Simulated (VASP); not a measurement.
Pd, 1 atom in the cell. It takes space group Fm-3m (No. 225, cubic). The conventional cell has a = 3.879 Å, b = 3.879 Å, c = 3.879 Å, α = 90.00°, β = 90.00°, γ = 90.00°. Pd (site symmetry m-3m) has 12 Pd at 2.74 Å within 3.6 Å. 

```yaml
Program: VASP 6.6.1
Task: single point
Functional: r2SCAN
Potentials_or_basis: VASP PAW PBE potentials, release 64 (Pd)
Cutoff: 550 eV
k_mesh: 13 × 13 × 13
Occupations: fermi-dirac, width 0.3 eV
Spin: no spin polarisation
Dipole_correction: no
Further_INCAR_settings: ALGO = Normal; EDIFF = 1e-06; NBANDS = 11
```

Potentials or basis: VASP PAW PBE potentials, release 64 (Pd).

Command:

```console
$ cat potpaw_PBE.64/Pd/POTCAR > POTCAR
$ cp INCAR.step1 INCAR
$ mpirun -np 1 vasp_std > vasp.out
$ cp INCAR.step2 INCAR
$ mpirun -np 1 vasp_std > vasp.out
```

Hardware: 1 thread of Intel Xeon 8259CL, with other jobs on the host.

Task: How long does it take, and how much memory?

Result: Wall time 79 s on 1 thread of Intel Xeon 8259CL (shared host), peak memory 0.16 GiB. Counts: k points 84.
